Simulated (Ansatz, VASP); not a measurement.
Two plane-wave programs on C

INCAR

```
SYSTEM = C
ALGO = Normal
DIPOL = 0.5 0.5 0.500
EDIFF = 1E-6
ENCUT = 520
GGA = PS
IDIPOL = 3
ISIF = 2
ISMEAR = 0
LASPH = .TRUE.
LCHARG = .FALSE.
LDIPOL = .TRUE.
LREAL = Auto
LWAVE = .FALSE.
NBANDS = 43
NELM = 100
PREC = Accurate
SIGMA = 1.5
```

File KPOINTS:

```
k-points
0
G
  11 11 1
  0 0 0
```

The input POSCAR:

```
C
1.0
    2.5129226041      0.0000000000      0.0000000000
    0.0000000000      2.5129226041      0.0000000000
    0.0000000000      0.0000000000     27.4383322977
C
15
Direct
    0.0000000000      0.5000000000      0.2733402278
    0.0000000000      0.0000000000      0.3057201952
    0.5000000000      0.0000000000      0.3381001627
    0.5000000000      0.5000000000      0.3704801302
    0.0000000000      0.5000000000      0.4028600976
    0.0000000000      0.0000000000      0.4352400651
    0.5000000000      0.0000000000      0.4676200325
    0.5000000000      0.5000000000      0.5000000000
    0.0000000000      0.5000000000      0.5323799675
    0.0000000000      0.0000000000      0.5647599349
    0.5000000000      0.0000000000      0.5971399024
    0.5000000000      0.5000000000      0.6295198698
    0.0000000000      0.5000000000      0.6618998373
    0.0000000000      0.0000000000      0.6942798048
    0.5000000000      0.0000000000      0.7266597722
```

Input for Ansatz:

```yaml
crystal:
  lattice:
    - [2.5129226041, 0.0, 0.0]
    - [0.0, 2.5129226041, 0.0]
    - [0.0, 0.0, 27.4383322977]
  atoms:
    - { symbol: C, position: [0.0, 0.5, 0.2733402278] }
    - { symbol: C, position: [0.0, 0.0, 0.3057201952] }
    - { symbol: C, position: [0.5, 0.0, 0.3381001627] }
    - { symbol: C, position: [0.5, 0.5, 0.3704801302] }
    - { symbol: C, position: [0.0, 0.5, 0.4028600976] }
    - { symbol: C, position: [0.0, 0.0, 0.4352400651] }
    - { symbol: C, position: [0.5, 0.0, 0.4676200325] }
    - { symbol: C, position: [0.5, 0.5, 0.5] }
    - { symbol: C, position: [0.0, 0.5, 0.5323799675] }
    - { symbol: C, position: [0.0, 0.0, 0.5647599349] }
    - { symbol: C, position: [0.5, 0.0, 0.5971399024] }
    - { symbol: C, position: [0.5, 0.5, 0.6295198698] }
    - { symbol: C, position: [0.0, 0.5, 0.6618998373] }
    - { symbol: C, position: [0.0, 0.0, 0.6942798048] }
    - { symbol: C, position: [0.5, 0.0, 0.7266597722] }
basis:
  ecutwfc: 420
kpoints:
  mp_grid: { grid: [11, 11, 1] }
hamiltonian:
  xc: pbesol
scf:
  occupations: { method: gaussian, width: 1.5 }
output:
  forces: true
  stress: true
  eigenvalues: true
efield:
  axis: 3
  dipole_correction: true
  ramp_width: 0.04
```

Alike in both runs: task single point; functional PBEsol; k mesh 11 × 11 × 1; occupations gaussian, width 1.5 eV; no spin polarisation.

|  | VASP | Ansatz |
| --- | --- | --- |
| version | VASP 6.6.1 | Ansatz 0.2.0 |
| potentials or method | VASP PAW PBE potentials, release 64 (C), cutoff 520 eV | scalar-relativistic, plane waves, PAW |
| valence electrons in the cell | 60 | 60 |

Ansatz gave:

* gap on the k mesh at the Fermi level (eV): none
* rms of the force components (eV/Å): 0.709

Task: Which values does VASP return?

Result: gap on the k mesh at the Fermi level (eV): none; rms of the force components (eV/Å): 0.701.

VASP's potentials were made for PBE, not for PBEsol. Atom by atom the forces differ by 0.011 eV/Å (rms over components). A gap of «none» marks a metal or a gap that the smearing closes. The functional is the same, so the differences come from potentials, cutoffs and numerics.
